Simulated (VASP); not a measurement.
# Ti in VASP: a series of runs, part 2 of 2

VASP 6.6.1.

**4. Single point, r2SCAN**

This run uses another cell than the first one, of 17.28 Å³/atom, 0.925 times its volume.

POSCAR

```
Ti
1.0
    2.9302007457      0.0000000000      0.0000000000
   -1.4651003729      2.5376282840      0.0000000000
    0.0000000000      0.0000000000      4.6485896576
Ti
2
Direct
    0.6666666667      0.3333333333      0.7500000000
    0.3333333333      0.6666666667      0.2500000000
```

INCAR.step1

```
SYSTEM = Ti
ALGO = Normal
EDIFF = 1E-4
ENCUT = 520
GGA = PE
ISMEAR = -1
LASPH = .TRUE.
LCHARG = .FALSE.
LREAL = .FALSE.
LWAVE = .TRUE.
NBANDS = 19
NELM = 60
PREC = Accurate
SIGMA = 0.05
```

INCAR.step2

```
SYSTEM = Ti
ALGO = Normal
EDIFF = 1E-6
ENCUT = 520
ISIF = 2
ISMEAR = -1
ISTART = 1
LASPH = .TRUE.
LCHARG = .TRUE.
LELF = .TRUE.
LMIXTAU = .TRUE.
LREAL = .FALSE.
LVHAR = .TRUE.
LWAVE = .FALSE.
METAGGA = R2SCAN
NBANDS = 19
NELM = 60
PREC = Accurate
SIGMA = 0.05
```

KPOINTS

```
k-points
0
G
  10 10 6
  0 0 0
```

Potentials or basis: VASP PAW PBE potentials, release 64 (Ti_sv).

Started as:

```console
cat potpaw_PBE.64/Ti_sv/POTCAR > POTCAR
cp INCAR.step1 INCAR
mpirun -np 1 vasp_std > vasp.out
cp INCAR.step2 INCAR
mpirun -np 1 vasp_std > vasp.out
```

OUTCAR:

```text
SYSTEM = Ti
   EDIFF = 1E-6
   ENCUT = 520
   ISIF = 2
   ISMEAR = -1
   ISTART = 1
   LASPH = .TRUE.
   LREAL = .FALSE.
   METAGGA = R2SCAN
   NELM = 60
   PREC = Accurate

 ion  position               nearest neighbor table
   1  0.667  0.333  0.750-   2 2.87   2 2.87   2 2.87   2 2.87   2 2.87   2 2.87
   2  0.333  0.667  0.250-   1 2.87   1 2.87   1 2.87   1 2.87   1 2.87   1 2.87

  LATTYP: Found a hexagonal cell.
 ALAT       =     2.9302007457
 C/A-ratio  =     1.5864406780

  Lattice vectors:

 A1 = (   2.9302007457,   0.0000000000,   0.0000000000)
 A2 = (  -1.4651003729,   2.5376282840,   0.0000000000)
 A3 = (   0.0000000000,   0.0000000000,   4.6485896576)

Analysis of symmetry for initial positions (statically):
=====================================================================
 Subroutine PRICEL returns:
 Original cell was already a primitive cell.

 Routine SETGRP: Setting up the symmetry group for a
 hexagonal supercell.

 Subroutine GETGRP returns: Found 24 space group operations
 (whereof 12 operations were pure point group operations)
 out of a pool of 24 trial point group operations.

The static configuration has the point symmetry D_3d.
 The point group associated with its full space group is D_6h.

Analysis of symmetry for dynamics (positions and initial velocities):
=====================================================================
 Subroutine PRICEL returns:
 Original cell was already a primitive cell.

 Routine SETGRP: Setting up the symmetry group for a
 hexagonal supercell.

 Subroutine GETGRP returns: Found 24 space group operations
 (whereof 12 operations were pure point group operations)
 out of a pool of 24 trial point group operations.

The dynamic configuration has the point symmetry D_3d.
 The point group associated with its full space group is D_6h.

 Subroutine INISYM returns: Found 24 space group operations
[... 106 lines left out ...]
   TEBEG  =    0.0;   TEEND  =   0.0 temperature during run
   PSTRESS=    0.0 pullay stress
   NELECT =      24.0000    total number of electrons
   NUPDOWN=      -1.0000    fix difference up-down
   EMIN   =  10.00;   EMAX   =-10.00  energy-range for DOS
   EFERMI =   0.00;   METHOD = LEGACY
   ISMEAR =    -1;   SIGMA  =   0.05  broadening in eV -4-tet -1-fermi 0-gaus
   EFERMI_NEDOS =   21; number of points for ismear=-14 and -15
   IALGO  =     38    algorithm
   IMIX   =      4    mixing-type and parameters
     AMIX     =   0.40;   BMIX     =  1.00
     AMIX_MAG =   1.60;   BMIX_MAG =  1.00
  volume/ion in A,a.u.               =      17.28       116.63
  Fermi-wavevector in a.u.,A,eV,Ry     =   1.449650  2.739441 28.592426  2.101484
  Thomas-Fermi vector in A             =   2.567352
   LORBIT       =      0    0 simple, 1 ext, 2 COOP (PROOUT), +10 PAW based schemes
   METAGGA = R2SCAN    functional components
   LHFCALC =     F    Hartree Fock is set to
   AEXX    =    0.0000 exact exchange contribution
   IVDW    =     0    specifies the selected vdW correction
   LEPSILON=     F    determine dielectric tensor
   LRPA    =     F    only Hartree local field effects (RPA)
 non-spin polarized calculation
  energy-cutoff  :      520.00
  volume of cell :       34.57
 maximum number of plane-waves:       965
 NGX is ok and might be reduce to    24

 number of electron      24.0000000 magnetization

 Free energy of the ion-electron system (eV)
  ---------------------------------------------------
  ext. energy  EPLUGINS =         0.00000000
  ---------------------------------------------------
  free energy    TOTEN  =       -25.90683504 eV

  energy without entropy =      -25.89139755  energy(sigma->0) =      -25.89911629

 E-fermi :   8.4374     XC(G=0): -12.4222

 val. band max:        8.4338886661   @ k =   0.2000   0.0000   0.3333
 cond. band min:       8.4573091775   @ k =   0.1000   0.1000   0.1667
 fundamental gap:      0.0234205114
 Fermi energy:         8.4373876657

 k-point     1 :       0.0000    0.0000    0.0000
  band No.  band energies     occupation
      1     -50.7799      2.00000
      2     -50.6344      2.00000
      3     -26.3442      2.00000
      4     -25.6681      2.00000
      5     -25.6680      2.00000
      6     -25.5981      2.00000
[... 505 lines left out ...]
      6     -25.8250      2.00000
[... 11 lines left out ...]
     18      12.0885      0.00000
     19      12.8045      0.00000

 [... further k-points ...]
[... 5 lines left out ...]
  --------------------------------------------------------------------------------------
  -------------------------------------------------------------------------------------
  Total        0.1760332      0.1760332      0.0373274     -0.0000000      0.0000000      0.0000000
  in kB        8.1594056      8.1594056      1.7301800     -0.0000000      0.0000000      0.0000000
  external PRESSURE =       6.0163304 kB  Pullay stress =       0.0000000 kB

 VOLUME and BASIS-vectors are now :
 -----------------------------------------------------------------------------
  energy-cutoff  :      520.00
  volume of cell :       34.57
      direct lattice vectors                 reciprocal lattice vectors
     2.930200746  0.000000000  0.000000000     0.341273546  0.197034374  0.000000000
    -1.465100373  2.537628284  0.000000000     0.000000000  0.394068748  0.000000000
     0.000000000  0.000000000  4.648589658     0.000000000  0.000000000  0.215119009

 POSITION                                       TOTAL-FORCE (eV/Angst)
 -----------------------------------------------------------------------------------
      1.46510      0.84588      3.48644        -0.000000     -0.000000      0.000000
     -0.00000      1.69175      1.16215         0.000000      0.000000      0.000000
 -----------------------------------------------------------------------------------
    total drift:                                0.000000     -0.000000      0.000000

  FREE ENERGIE OF THE ION-ELECTRON SYSTEM (eV)
  ---------------------------------------------------
  free  energy   TOTEN  =       -25.9068350385 eV

  energy  without entropy=      -25.8913975474  energy(sigma->0) =      -25.89911629
```

OUTCAR.step1:

```text
SYSTEM = Ti
   EDIFF = 1E-4
   ENCUT = 520
   GGA = PE
   ISMEAR = -1
   LASPH = .TRUE.
   LREAL = .FALSE.
[... 751 lines left out ...]
      1.46510      0.84588      3.48644         0.000000     -0.000000      0.000000
     -0.00000      1.69175      1.16215        -0.000000      0.000000      0.000000
 -----------------------------------------------------------------------------------
    total drift:                                0.000000     -0.000000      0.000000

  FREE ENERGIE OF THE ION-ELECTRON SYSTEM (eV)
  ---------------------------------------------------
  free  energy   TOTEN  =       -15.6783390043 eV

  energy  without entropy=      -15.6587772754  energy(sigma->0) =      -15.66855814
```

OSZICAR.step1:

```text
N       E                     dE             d eps       ncg     rms          rms(c)
DAV:   1     0.266952699791E+03    0.26695E+03   -0.13148E+04  2136   0.159E+03
DAV:   2     0.131178456550E+02   -0.25383E+03   -0.24983E+03  2188   0.442E+02
DAV:   3    -0.164287805864E+02   -0.29547E+02   -0.29110E+02  3930   0.123E+02
DAV:   4    -0.176790869424E+02   -0.12503E+01   -0.12493E+01  2420   0.267E+01
DAV:   5    -0.177438918660E+02   -0.64805E-01   -0.64798E-01  3206   0.425E+00    0.119E+01
DAV:   6    -0.156751145340E+02    0.20688E+01   -0.74746E+00  2466   0.275E+01    0.299E+00
DAV:   7    -0.156589505630E+02    0.16164E-01   -0.70212E-01  3199   0.616E+00    0.207E+00
DAV:   8    -0.156860990517E+02   -0.27148E-01   -0.20327E-01  2347   0.517E+00    0.713E-01
DAV:   9    -0.156779122233E+02    0.81868E-02   -0.46039E-02  2413   0.218E+00    0.710E-02
DAV:  10    -0.156782904896E+02   -0.37827E-03   -0.31024E-03  3030   0.330E-01    0.805E-02
DAV:  11    -0.156783390043E+02   -0.48515E-04   -0.12536E-04  1631   0.808E-02
   1 F= -.15678339E+02 E0= -.15668558E+02  d E =-.195617E-01
```

It took 83 s on 1 thread of Intel Xeon Platinum 8488C (Sapphire Rapids), shared host; peak memory 0.17 GiB.

Results:

```yaml
Free_energy: -25.9068 eV
Pressure: 0.6 GPa
Band_gap_on_the_k_mesh: zero (band 12 reaches 9.32 eV, above the bottom of band 13 at 8.11 eV)
```

Levels at points of the mesh, in eV from the Fermi level:
| k point | band 10 | band 11 | band 12 | band 13 | band 14 | band 15 |
| --- | --- | --- | --- | --- | --- | --- |
| (0.00, 0.00, 0.00) | -2.87 | 0.57 | 0.88 | 0.88 | 0.97 | 1.41 |
| (0.50, 0.00, 0.00) | -2.28 | -1.94 | -0.82 | 0.64 | 0.71 | 1.28 |
| (0.00, 0.00, 0.50) | -4.68 | 0.07 | 0.07 | 0.80 | 0.80 | 0.80 |
| (0.50, 0.00, 0.50) | -2.68 | -0.87 | -0.87 | 1.27 | 1.27 | 1.94 |

Caveat: the PAW data sets were made with another functional, which shifts forces and pressure a little.

**5. Single point, r2SCAN**

This run uses another cell than the first one, of 17.64 Å³/atom, 0.943 times its volume.

POSCAR

```
Ti
1.0
    2.9500000000      0.0000000000      0.0000000000
   -1.4750000000      2.5547749412      0.0000000000
    0.0000000000      0.0000000000      4.6800000000
Ti
2
Direct
    0.6666666667      0.3333333333      0.7500000000
    0.3333333333      0.6666666667      0.2500000000
```

INCAR.step1

```
SYSTEM = Ti
ALGO     = Normal         ! electronic algorithm
EDIFF    = 1E-4           ! SCF threshold, eV
ENCUT    = 520            ! plane-wave cutoff, eV
GGA      = PE             ! functional
ISMEAR   = -1             ! smearing method
LASPH    = .True.         ! aspherical terms in the spheres
LCHARG   = .False.        ! write CHGCAR
LREAL    = .False.        ! projectors in reciprocal space
LWAVE    = .True.         ! write WAVECAR
NBANDS   = 19             ! bands
NELM     = 80             ! most SCF steps
PREC     = Accurate       ! precision mode
SIGMA    = 0.05           ! smearing width, eV
```

INCAR.step2

```
SYSTEM = Ti
ALGO     = Normal         ! electronic algorithm
EDIFF    = 1E-6           ! SCF threshold, eV
ENCUT    = 520            ! plane-wave cutoff, eV
ISIF     = 2              ! what is computed and relaxed
ISMEAR   = -1             ! smearing method
ISTART   = 1            
LASPH    = .True.         ! aspherical terms in the spheres
LCHARG   = .False.        ! write CHGCAR
LMIXTAU  = .True.       
LREAL    = .False.        ! projectors in reciprocal space
LWAVE    = .False.        ! write WAVECAR
METAGGA  = R2SCAN         ! meta-GGA
NBANDS   = 19             ! bands
NELM     = 80             ! most SCF steps
PREC     = Accurate       ! precision mode
SIGMA    = 0.05           ! smearing width, eV
```

KPOINTS

```
k-points
0
Gamma
  10 10 6
  0 0 0
```

Potentials or basis: VASP PAW PBE potentials, release 64 (Ti_sv).

Started as:

```console
cat potpaw_PBE.64/Ti_sv/POTCAR > POTCAR
cp INCAR.step1 INCAR
mpirun -np 1 vasp_std > vasp.out
cp INCAR.step2 INCAR
mpirun -np 1 vasp_std > vasp.out
```

OUTCAR:

```text
SYSTEM = Ti
   EDIFF = 1E-6
   ENCUT = 520
   ISIF = 2
   ISMEAR = -1
   ISTART = 1
   LASPH = .True.
   LREAL = .False.
   METAGGA = R2SCAN
   NELM = 80
   PREC = Accurate

 ion  position               nearest neighbor table
   1  0.667  0.333  0.750-   2 2.89   2 2.89   2 2.89   2 2.89   2 2.89   2 2.89
   2  0.333  0.667  0.250-   1 2.89   1 2.89   1 2.89   1 2.89   1 2.89   1 2.89

  LATTYP: Found a hexagonal cell.
 ALAT       =     2.9500000000
 C/A-ratio  =     1.5864406780

  Lattice vectors:

 A1 = (   2.9500000000,   0.0000000000,   0.0000000000)
 A2 = (  -1.4750000000,   2.5547749412,   0.0000000000)
 A3 = (   0.0000000000,   0.0000000000,   4.6800000000)

Analysis of symmetry for initial positions (statically):
=====================================================================
 Subroutine PRICEL returns:
 Original cell was already a primitive cell.

 Routine SETGRP: Setting up the symmetry group for a
 hexagonal supercell.

 Subroutine GETGRP returns: Found 24 space group operations
 (whereof 12 operations were pure point group operations)
 out of a pool of 24 trial point group operations.

The static configuration has the point symmetry D_3d.
 The point group associated with its full space group is D_6h.

Analysis of symmetry for dynamics (positions and initial velocities):
=====================================================================
 Subroutine PRICEL returns:
 Original cell was already a primitive cell.

 Routine SETGRP: Setting up the symmetry group for a
 hexagonal supercell.

 Subroutine GETGRP returns: Found 24 space group operations
 (whereof 12 operations were pure point group operations)
 out of a pool of 24 trial point group operations.

The dynamic configuration has the point symmetry D_3d.
 The point group associated with its full space group is D_6h.

 Subroutine INISYM returns: Found 24 space group operations
[... 106 lines left out ...]
   TEBEG  =    0.0;   TEEND  =   0.0 temperature during run
   PSTRESS=    0.0 pullay stress
   NELECT =      24.0000    total number of electrons
   NUPDOWN=      -1.0000    fix difference up-down
   EMIN   =  10.00;   EMAX   =-10.00  energy-range for DOS
   EFERMI =   0.00;   METHOD = LEGACY
   ISMEAR =    -1;   SIGMA  =   0.05  broadening in eV -4-tet -1-fermi 0-gaus
   EFERMI_NEDOS =   21; number of points for ismear=-14 and -15
   IALGO  =     38    algorithm
   IMIX   =      4    mixing-type and parameters
     AMIX     =   0.40;   BMIX     =  1.00
     AMIX_MAG =   1.60;   BMIX_MAG =  1.00
  volume/ion in A,a.u.               =      17.64       119.01
  Fermi-wavevector in a.u.,A,eV,Ry     =   1.439920  2.721055 28.209912  2.073370
  Thomas-Fermi vector in A             =   2.558722
   LORBIT       =      0    0 simple, 1 ext, 2 COOP (PROOUT), +10 PAW based schemes
   METAGGA = R2SCAN    functional components
   LHFCALC =     F    Hartree Fock is set to
   AEXX    =    0.0000 exact exchange contribution
   IVDW    =     0    specifies the selected vdW correction
   LEPSILON=     F    determine dielectric tensor
   LRPA    =     F    only Hartree local field effects (RPA)
 non-spin polarized calculation
  energy-cutoff  :      520.00
  volume of cell :       35.27
 maximum number of plane-waves:       973
 NGX is ok and might be reduce to    24

 number of electron      24.0000002 magnetization

 Free energy of the ion-electron system (eV)
  ---------------------------------------------------
  ext. energy  EPLUGINS =         0.00000000
  ---------------------------------------------------
  free energy    TOTEN  =       -25.90469413 eV

  energy without entropy =      -25.88911138  energy(sigma->0) =      -25.89690276

 E-fermi :   8.2251     XC(G=0): -12.3189

 val. band max:        8.2039303779   @ k =   0.3000   0.3000   0.3333
 cond. band min:       8.2284179863   @ k =   0.2000   0.0000   0.3333
 fundamental gap:      0.0244876085
 Fermi energy:         8.2250693869

 k-point     1 :       0.0000    0.0000    0.0000
  band No.  band energies     occupation
      1     -51.0334      2.00000
      2     -50.8993      2.00000
      3     -26.5730      2.00000
      4     -25.9382      2.00000
      5     -25.9382      2.00000
      6     -25.8740      2.00000
[... 505 lines left out ...]
      6     -26.0852      2.00000
[... 11 lines left out ...]
     18      11.7827      0.00000
     19      12.4764      0.00000

 [... further k-points ...]
[... 5 lines left out ...]
  --------------------------------------------------------------------------------------
  -------------------------------------------------------------------------------------
  Total       -0.3372143     -0.3372143     -0.4708427      0.0000000      0.0000000      0.0000000
  in kB      -15.3177864    -15.3177864    -21.3877915      0.0000000      0.0000000      0.0000000
  external PRESSURE =     -17.3411215 kB  Pullay stress =       0.0000000 kB

 VOLUME and BASIS-vectors are now :
 -----------------------------------------------------------------------------
  energy-cutoff  :      520.00
  volume of cell :       35.27
      direct lattice vectors                 reciprocal lattice vectors
     2.950000000  0.000000000  0.000000000     0.338983051  0.195711956  0.000000000
    -1.475000000  2.554774941  0.000000000     0.000000000  0.391423911  0.000000000
     0.000000000  0.000000000  4.680000000     0.000000000  0.000000000  0.213675214

 POSITION                                       TOTAL-FORCE (eV/Angst)
 -----------------------------------------------------------------------------------
      1.47500      0.85159      3.51000         0.000000      0.000000      0.000000
     -0.00000      1.70318      1.17000        -0.000000      0.000000      0.000000
 -----------------------------------------------------------------------------------
    total drift:                               -0.000000      0.000000     -0.000000

  FREE ENERGIE OF THE ION-ELECTRON SYSTEM (eV)
  ---------------------------------------------------
  free  energy   TOTEN  =       -25.9046941347 eV

  energy  without entropy=      -25.8891113754  energy(sigma->0) =      -25.89690276
```

It took 87 s on 1 thread of Intel Xeon Platinum 8488C (Sapphire Rapids), shared host; peak memory 0.18 GiB.

Results:

| Quantity | Value |
| --- | --- |
| Free energy | -25.9047 eV |
| Pressure | -1.7 GPa |
| Band gap on the k mesh | zero (band 12 reaches 9.09 eV, above the bottom of band 13 at 7.88 eV) |

Levels at points of the mesh, in eV from the Fermi level:
```
           k point  band 10  band 11  band 12  band 13  band 14  band 15
(0.00, 0.00, 0.00)    -2.82     0.51     0.87     0.87     0.95     1.38
(0.50, 0.00, 0.00)    -2.23    -1.89    -0.84     0.63     0.69     1.24
(0.00, 0.00, 0.50)    -4.66     0.07     0.07     0.79     0.79     0.79
(0.50, 0.00, 0.50)    -2.63    -0.85    -0.85     1.21     1.21     1.89
```

Caveat: the PAW data sets were made with another functional, which shifts forces and pressure a little.

**6. Single point, r2SCAN**

This run uses another cell than the first one, of 17.99 Å³/atom, 0.962 times its volume.

POSCAR

```
Ti
1.0
    2.9695369932      0.0000000000      0.0000000000
   -1.4847684966      2.5716944736      0.0000000000
    0.0000000000      0.0000000000      4.7109942807
Ti
2
Direct
    0.6666666667      0.3333333333      0.7500000000
    0.3333333333      0.6666666667      0.2500000000
```

INCAR.step1

```
SYSTEM = Ti
PREC = Accurate
ENCUT = 520
ISMEAR = -1
SIGMA = 0.05
LREAL = .FALSE.
LASPH = .TRUE.
NELM = 100
NBANDS = 19
GGA = PE
ALGO = Normal
EDIFF = 1E-4
LWAVE = .TRUE.
LCHARG = .FALSE.
```

INCAR.step2

```
SYSTEM = Ti
PREC = Accurate
ENCUT = 520
EDIFF = 1E-6
ISMEAR = -1
SIGMA = 0.05
LREAL = .FALSE.
LASPH = .TRUE.
NELM = 100
ALGO = Normal
ISIF = 2
LWAVE = .FALSE.
LCHARG = .TRUE.
METAGGA = R2SCAN
LMIXTAU = .TRUE.
LELF = .TRUE.
LVHAR = .TRUE.
NBANDS = 19
ISTART = 1
```

KPOINTS

```
regular mesh
0
G
  10 10 6
  0 0 0
```

Potentials or basis: VASP PAW PBE potentials, release 64 (Ti_sv).

Started as:

```console
cat potpaw_PBE.64/Ti_sv/POTCAR > POTCAR
cp INCAR.step1 INCAR
mpirun -np 1 vasp_std > vasp.out
cp INCAR.step2 INCAR
mpirun -np 1 vasp_std > vasp.out
```

It took 78 s on 1 thread of Intel Xeon Platinum 8488C (Sapphire Rapids), shared host; peak memory 0.17 GiB.

Results (log left out):

```yaml
Free_energy: -25.8927 eV
Pressure: -3.9 GPa
Band_gap_on_the_k_mesh: zero (band 12 reaches 8.87 eV, above the bottom of band 13 at 7.67 eV)
```

Stress tensor (GPa, compression positive):
```
-3.68  0.00  0.00
 0.00 -3.68  0.00
 0.00  0.00 -4.21
```

Levels at points of the mesh, in eV from the Fermi level:
```csv
k point,band 10,band 11,band 12,band 13,band 14,band 15
"(0.00, 0.00, 0.00)",-2.77,0.46,0.85,0.85,0.93,1.35
"(0.50, 0.00, 0.00)",-2.17,-1.84,-0.86,0.62,0.66,1.21
"(0.00, 0.00, 0.50)",-4.64,0.06,0.06,0.77,0.77,0.77
"(0.50, 0.00, 0.50)",-2.58,-0.83,-0.83,1.16,1.16,1.85
```

Caveat: the PAW data sets were made with another functional, which shifts forces and pressure a little.

**7. Summary**

```csv
level,cell,gap on the mesh (eV),pressure (GPa)
PBEsol,"a = 3.008, b = 3.008, c = 4.772 Å, angles 90.0, 90.0, 120.0°, 2 atoms",none,-10.9
PBEsol,"a = 2.950, b = 2.950, c = 4.680 Å, angles 90.0, 90.0, 120.0°, 2 atoms",none,-6.0
r2SCAN,"a = 2.930, b = 2.930, c = 4.649 Å, angles 90.0, 90.0, 120.0°, 2 atoms",none,0.6
r2SCAN,"a = 2.950, b = 2.950, c = 4.680 Å, angles 90.0, 90.0, 120.0°, 2 atoms",none,-1.7
r2SCAN,"a = 2.970, b = 2.970, c = 4.711 Å, angles 90.0, 90.0, 120.0°, 2 atoms",none,-3.9
```

Some of these runs hold the atoms at other places in the same cell, which the table doesn't show; runs alike in all that it shows share one row.

Alike in all rows: task single point; potentials or basis VASP PAW PBE potentials, release 64 (Ti_sv); no spin polarisation; k mesh 10 × 10 × 6; cutoff (eV) 520; smearing fermi-dirac 0.05 eV.

Caveats: the PAW data sets were made with another functional, which shifts forces and pressure a little.

Total energies depend on the potentials used, so only differences within one code and one set of settings carry meaning.
